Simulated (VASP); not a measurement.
# Si2W (I4/mmm) in VASP: notebook

Si2W is run at these levels: PBE; tasks: single point.

Everything below comes from runs of VASP 6.6.1. Logs are shortened: lines on timing, memory, paths and dates and some standing lists are left out, and cuts for length are marked.

## Step 1: The cell of the first run

Symmetry: I4/mmm, No. 139, tetragonal system. The conventional cell has a = 3.214 Å, b = 3.214 Å, c = 7.830 Å, α = 90.00°, β = 90.00°, γ = 90.00°. Within 3.4 Å of W (site symmetry 4/mmm) lie 10 Si at 2.62 Å and 4 W at 3.21 Å. Si (site symmetry 4mm) has 9 Si at 2.59 to 3.21 Å and 5 W at 2.62 Å within 3.4 Å.

## Step 2: Single point, PBE

Contents of INCAR:

```
SYSTEM = Si2W
PREC = Accurate ; ENCUT = 520
EDIFF = 1E-6 ; ISMEAR = 0
SIGMA = 0.020999999999999998 ; LREAL = .False.
LASPH = .True. ; NELM = 80
ALGO = Normal ; ISIF = 2
LWAVE = .False. ; LCHARG = .False.
GGA = PE ; NBANDS = 18
```

Contents of KPOINTS:

```
regular mesh
0
Gamma
  12 12 12
  0 0 0
```

Contents of POSCAR:

```
Si2W
1.0
   -1.6069000000      1.6069000000      3.9149500000
    1.6069000000     -1.6069000000      3.9149500000
    1.6069000000      1.6069000000     -3.9149500000
W Si
1 2
Direct
    0.0000000000      0.0000000000      0.0000000000
    0.6653000000      0.6653000000      0.0000000000
    0.3347000000      0.3347000000      0.0000000000
```

Potentials or basis: VASP PAW PBE potentials, release 64 (W_sv, Si).

Started as:

```bash
$ cat potpaw_PBE.64/W_sv/POTCAR potpaw_PBE.64/Si/POTCAR > POTCAR
$ mpirun -np 1 vasp_std > vasp.out
```

OUTCAR:

```text
SYSTEM = Si2W
   PREC = Accurate
   ENCUT = 520
   EDIFF = 1E-6
   ISMEAR = 0
   LREAL = .False.
   LASPH = .True.
   NELM = 80
   ISIF = 2
   GGA = PE

 ion  position               nearest neighbor table
   1  0.000  0.000  0.000-   2 2.62   2 2.62   2 2.62   3 2.62   2 2.62   3 2.62   3 2.62   3 2.62
                             2 2.62   3 2.62
   2  0.665  0.665  0.000-   3 2.59   1 2.62   1 2.62   1 2.62   1 2.62   1 2.62   3 2.63   3 2.63
                             3 2.63   3 2.63
   3  0.335  0.335  0.000-   2 2.59   1 2.62   1 2.62   1 2.62   1 2.62   1 2.62   2 2.63   2 2.63
                             2 2.63   2 2.63

  LATTYP: Found a body centered tetragonal cell.
 ALAT       =     3.2138000000
 C/A-ratio  =     2.4363370465

  Lattice vectors:

 A1 = (  -1.6069000000,   1.6069000000,   3.9149500000)
 A2 = (   1.6069000000,  -1.6069000000,   3.9149500000)
 A3 = (   1.6069000000,   1.6069000000,  -3.9149500000)

Analysis of symmetry for initial positions (statically):
=====================================================================
 Subroutine PRICEL returns:
 Original cell was already a primitive cell.

 Routine SETGRP: Setting up the symmetry group for a
 body centered tetragonal supercell.

 Subroutine GETGRP returns: Found 16 space group operations
 (whereof 16 operations were pure point group operations)
 out of a pool of 16 trial point group operations.

The static configuration has the point symmetry D_4h.

Analysis of symmetry for dynamics (positions and initial velocities):
=====================================================================
 Subroutine PRICEL returns:
 Original cell was already a primitive cell.

 Routine SETGRP: Setting up the symmetry group for a
 body centered tetragonal supercell.

 Subroutine GETGRP returns: Found 16 space group operations
 (whereof 16 operations were pure point group operations)
 out of a pool of 16 trial point group operations.

The dynamic configuration has the point symmetry D_4h.

 Subroutine INISYM returns: Found 16 space group operations
 (whereof 16 operations are pure point group operations),
 and found     1 'primitive' translations

----------------------------------------------------------------------------------------

                                     Primitive cell

  volume of cell :      40.4356

  direct lattice vectors                    reciprocal lattice vectors
    -1.606900000  1.606900000  3.914950000     0.000000000  0.311158131  0.127715552
     1.606900000 -1.606900000  3.914950000     0.311158131  0.000000000  0.127715552
     1.606900000  1.606900000 -3.914950000     0.311158131  0.311158131  0.000000000

  length of vectors
     4.526708376  4.526708376  4.526708376     0.336348992  0.336348992  0.440044048

  position of ions in fractional coordinates (direct lattice)
     0.000000000  0.000000000  0.000000000
     0.665300000  0.665300000  0.000000000
     0.334700000  0.334700000  0.000000000

  ion indices of the primitive-cell ions
   primitive index   ion index
                 1           1
                 2           2
                 3           3

----------------------------------------------------------------------------------------

 KPOINTS: regular mesh

Automatic generation of k-mesh.
 Grid dimensions read from file:
 generate k-points for:   12   12   12

 Generating k-lattice:

  Cartesian coordinates                     Fractional coordinates (reciprocal lattice)
     0.000000000  0.025929844  0.010642963     0.083333333  0.000000000  0.000000000
     0.025929844  0.000000000  0.010642963     0.000000000  0.083333333  0.000000000
     0.025929844  0.025929844  0.000000000     0.000000000  0.000000000  0.083333333

  Length of vectors
     0.028029083  0.028029083  0.036670337

  Shift w.r.t. Gamma in fractional coordinates (k-lattice)
     0.000000000  0.000000000  0.000000000

 Subroutine IBZKPT returns following result:
 ===========================================

 Found    163 irreducible k-points:

 Following reciprocal coordinates:
            Coordinates               Weight
  0.000000  0.000000  0.000000      1.000000
  0.083333  0.000000  0.000000      8.000000
  0.166667 -0.000000  0.000000      8.000000
  0.250000  0.000000  0.000000      8.000000
  0.333333  0.000000  0.000000      8.000000
  0.416667  0.000000  0.000000      8.000000
[... 16 lines left out ...]
  0.500000  0.166667 -0.000000     16.000000
 -0.416667  0.166667  0.000000     16.000000
 [... further k-points ...]
   k-points           NKPTS =    163   k-points in BZ     NKDIM =    163   number of bands    NBANDS=     18
   number of dos      NEDOS =    301   number of ions     NIONS =      3
   total plane-waves  NPLWV =  46656
   dimension x,y,z NGX =    36 NGY =   36 NGZ =   36
   dimension x,y,z NGXF=    72 NGYF=   72 NGZF=   72
   ions per type =               1   2
   NGX,Y,Z   is equivalent  to a cutoff of  13.22, 13.22, 13.22 a.u.
   NGXF,Y,Z  is equivalent  to a cutoff of  26.44, 26.44, 26.44 a.u.
 SYSTEM =  Si2W
   PREC   = accura    normal or accurate (medium, high low for compatibility)
   ISTART =      0    job   : 0-new  1-cont  2-samecut
   ICHARG =      2    charge: 1-file 2-atom 10-const
   ISPIN  =      1    spin polarized calculation?
   LNONCOLLINEAR =      F non collinear calculations
   LSORBIT =      F    spin-orbit coupling
   LASPH  =      T    aspherical Exc in radial PAW
   ENCUT  =  520.0 eV  38.22 Ry    6.18 a.u.   8.42  8.42  8.42*2*pi/ulx,y,z
   NELM   =     80;   NELMIN=  2; NELMDL= -5     # of ELM steps
   EDIFF  = 0.1E-05   stopping-criterion for ELM
   LREAL  =      F    real-space projection
   EDIFFG = 0.1E-04   stopping-criterion for IOM
   NSW    =      0    number of steps for IOM
   IBRION =     -1    ionic relax: 0-MD 1-quasi-New 2-CG
   NFREE  =      0    steps in history (QN), initial steepest desc. (CG)
   ISIF   =      2    stress and relaxation
   ISYM   =      2    0-nonsym 1-usesym 2-fastsym
   POTIM  = 0.5000    time-step for ionic-motion
   TEBEG  =    0.0;   TEEND  =   0.0 temperature during run
   PSTRESS=    0.0 pullay stress
   NELECT =      22.0000    total number of electrons
   NUPDOWN=      -1.0000    fix difference up-down
   EMIN   =  10.00;   EMAX   =-10.00  energy-range for DOS
   EFERMI =   0.00;   METHOD = LEGACY
   ISMEAR =     0;   SIGMA  =   0.02  broadening in eV -4-tet -1-fermi 0-gaus
   EFERMI_NEDOS =   21; number of points for ismear=-14 and -15
   IALGO  =     38    algorithm
   IMIX   =      4    mixing-type and parameters
     AMIX     =   0.40;   BMIX     =  1.00
     AMIX_MAG =   1.60;   BMIX_MAG =  1.00
  volume/ion in A,a.u.               =      13.48        90.96
  Fermi-wavevector in a.u.,A,eV,Ry     =   1.336476  2.525573 24.302284  1.786167
  Thomas-Fermi vector in A             =   2.465099
   LORBIT       =      0    0 simple, 1 ext, 2 COOP (PROOUT), +10 PAW based schemes
   GGA     = PE    functional components
   LHFCALC =     F    Hartree Fock is set to
   AEXX    =    0.0000 exact exchange contribution
   IVDW    =     0    specifies the selected vdW correction
   LEPSILON=     F    determine dielectric tensor
   LRPA    =     F    only Hartree local field effects (RPA)
 non-spin polarized calculation
 Gauss-broadening in eV      SIGMA  =   0.02
  energy-cutoff  :      520.00
  volume of cell :       40.44
 maximum number of plane-waves:      1118
 NGX is ok and might be reduce to    36
   NGX = 17   NGY = 17   NGZ = 17

 number of electron      21.9999999 magnetization

 Free energy of the ion-electron system (eV)
  ---------------------------------------------------
  ext. energy  EPLUGINS =         0.00000000
  ---------------------------------------------------
  free energy    TOTEN  =       -24.80833061 eV

  energy without entropy =      -24.80826961  energy(sigma->0) =      -24.80830011

 E-fermi :  11.9974     XC(G=0): -12.5286

 val. band max:       11.9898302638   @ k =  -0.4167  -0.4167   0.3333
 cond. band min:      12.0158411334   @ k =  -0.4167  -0.4167   0.4167
 fundamental gap:      0.0260108697
 Fermi energy:        11.9974390417

 k-point     1 :       0.0000    0.0000    0.0000
  band No.  band energies     occupation
      1     -61.8945      2.00000
      2     -26.1514      2.00000
      3     -26.1373      2.00000
      4     -26.1373      2.00000
      5      -2.1173      2.00000
      6       5.1044      2.00000
[... 10 lines left out ...]
     17      17.6588      0.00000
     18      17.6588      0.00000

 k-point     2 :       0.0833    0.0000    0.0000
  band No.  band energies     occupation
      1     -61.8940      2.00000
      2     -26.1521      2.00000
      3     -26.1503      2.00000
      4     -26.1360      2.00000
      5      -1.9846      2.00000
      6       5.1137      2.00000
[... 10 lines left out ...]
     17      17.6745      0.00000
     18      18.1294      0.00000

 k-point     3 :       0.1667   -0.0000    0.0000
  band No.  band energies     occupation
      1     -61.8927      2.00000
      2     -26.1923      2.00000
      3     -26.1473      2.00000
      4     -26.1323      2.00000
      5      -1.5931      2.00000
      6       5.0871      2.00000
[... 10 lines left out ...]
     17      17.9882      0.00000
     18      19.1943      0.00000

 k-point     4 :       0.2500    0.0000    0.0000
  band No.  band energies     occupation
      1     -61.8908      2.00000
      2     -26.2467      2.00000
      3     -26.1432      2.00000
      4     -26.1273      2.00000
      5      -0.9621      2.00000
      6       4.8176      2.00000
[... 375 lines left out ...]
      4     -26.1314      2.00000
      5       1.5193      2.00000
      6       3.0455      2.00000
[... 10 lines left out ...]
     17      19.2668      0.00000
     18      20.6387      0.00000

 k-point    23 :       0.5000    0.1667   -0.0000
  band No.  band energies     occupation
      1     -61.8851      2.00000
      2     -26.3463      2.00000
      3     -26.1694      2.00000
      4     -26.1293      2.00000
      5       1.9959      2.00000
      6       2.5754      2.00000
[... 10 lines left out ...]
     17      19.3505      0.00000
     18      20.6965      0.00000

 k-point    24 :      -0.4167    0.1667    0.0000
  band No.  band energies     occupation
      1     -61.8856      2.00000
      2     -26.3321      2.00000
      3     -26.1708      2.00000
      4     -26.1295      2.00000
      5       0.9653      2.00000
      6       3.6478      2.00000
[... 10 lines left out ...]
     17      19.0354      0.00000
     18      20.3217      0.00000

 [... further k-points ...]

------------------------ aborting loop because EDIFF is reached ----------------------------------------

  FORCE on cell =-STRESS in cart. coord.  units (eV):
  Direction    XX          YY          ZZ          XY          YZ          ZX
  --------------------------------------------------------------------------------------
  -------------------------------------------------------------------------------------
  Total        0.7983147      0.7983147      0.9370445      0.0000000     -0.0000000      0.0000000
  in kB       31.6315754     31.6315754     37.1284575      0.0000000     -0.0000000      0.0000000
  external PRESSURE =      33.4638695 kB  Pullay stress =       0.0000000 kB

 VOLUME and BASIS-vectors are now :
 -----------------------------------------------------------------------------
  energy-cutoff  :      520.00
  volume of cell :       40.44
      direct lattice vectors                 reciprocal lattice vectors
    -1.606900000  1.606900000  3.914950000     0.000000000  0.311158131  0.127715552
     1.606900000 -1.606900000  3.914950000     0.311158131  0.000000000  0.127715552
     1.606900000  1.606900000 -3.914950000     0.311158131  0.311158131  0.000000000

 POSITION                                       TOTAL-FORCE (eV/Angst)
 -----------------------------------------------------------------------------------
      0.00000      0.00000      0.00000         0.000000      0.000000      0.000000
      0.00000      0.00000      5.20923         0.000000      0.000000      0.084172
      0.00000      0.00000      2.62067        -0.000000     -0.000000     -0.084172
 -----------------------------------------------------------------------------------
    total drift:                               -0.000000     -0.000000      0.000000

  FREE ENERGIE OF THE ION-ELECTRON SYSTEM (eV)
  ---------------------------------------------------
  free  energy   TOTEN  =       -24.8083306095 eV

  energy  without entropy=      -24.8082696123  energy(sigma->0) =      -24.80830011
```

Wall time 3.5 min (1 thread of Intel Xeon 8259CL, shared host); peak memory 0.28 GiB.

Results:

```
Free energy            : -24.8083 eV
Pressure               : 3.3 GPa
Largest force          : 0.084 eV/Å
Band gap on the k mesh : zero (bands 11 and 12 overlap by 1.30 eV)
```

Forces on the atoms (eV/Å):
```
W    0.000  0.000  0.000
Si   0.000  0.000  0.084
Si   0.000  0.000 -0.084
```

Caveat: the cell stands under pressure; spin-orbit coupling is left out, which moves the levels of the heavy elements.

## Step 3: Single point, PBE

Contents of INCAR:

```
SYSTEM = Si2W
PREC     = Accurate       ! precision mode
ENCUT    = 520            ! plane-wave cutoff, eV
EDIFF    = 1E-7           ! SCF threshold, eV
ISMEAR   = 0              ! smearing method
SIGMA    = 0.022          ! smearing width, eV
LREAL    = .FALSE.        ! projectors in reciprocal space
LASPH    = .TRUE.         ! aspherical terms in the spheres
NELM     = 60             ! most SCF steps
ALGO     = Normal         ! electronic algorithm
ISIF     = 2              ! what is computed and relaxed
LWAVE    = .FALSE.        ! write WAVECAR
LCHARG   = .TRUE.         ! write CHGCAR
GGA      = PE             ! functional
LELF     = .TRUE.         ! ELF
LVHAR    = .TRUE.       
NBANDS   = 18             ! bands
```

Contents of KPOINTS:

```
regular mesh
0
G
  12 12 12
  0 0 0
```

POSCAR is that of step 2.

Potentials or basis: VASP PAW PBE potentials, release 64 (W_sv, Si).

Started as:

```bash
$ cat potpaw_PBE.64/W_sv/POTCAR potpaw_PBE.64/Si/POTCAR > POTCAR
$ mpirun -np 1 vasp_std > vasp.out
```

Wall time 4.2 min (1 thread of Intel Xeon 8259CL, shared host); peak memory 0.28 GiB.

Results (log left out):

```
Free energy            : -24.8083 eV
Pressure               : 3.4 GPa
Largest force          : 0.084 eV/Å
Band gap on the k mesh : zero (bands 11 and 12 overlap by 1.30 eV)
```

Forces on the atoms (eV/Å):
```
W    0.000  0.000  0.000
Si   0.000  0.000  0.084
Si   0.000  0.000 -0.084
```

Stress tensor (GPa, compression positive):
```
3.19 0.00 0.00
0.00 3.19 0.00
0.00 0.00 3.75
```

Levels at points of the mesh, in eV from the Fermi level:
```csv
k point,band 8,band 9,band 10,band 11,band 12,band 13,band 14,band 15
"(0.00, 0.00, 0.00)",-3.36,-2.88,-2.88,0.57,2.71,2.90,3.03,3.03
"(0.50, 0.00, 0.00)",-4.90,-2.84,-2.80,-0.47,2.67,2.75,3.90,4.39
"(0.50, 0.50, 0.00)",-5.53,-5.05,-3.29,-1.80,2.76,2.93,3.10,3.87
"(0.50, 0.50, 0.50)",-2.61,-0.88,-0.88,-0.53,-0.53,0.75,4.47,4.85
```

Caveat: the cell stands under pressure; spin-orbit coupling is left out, which moves the levels of the heavy elements.

The gap in the log of VASP goes by the Fermi energy; the results here count the filled bands.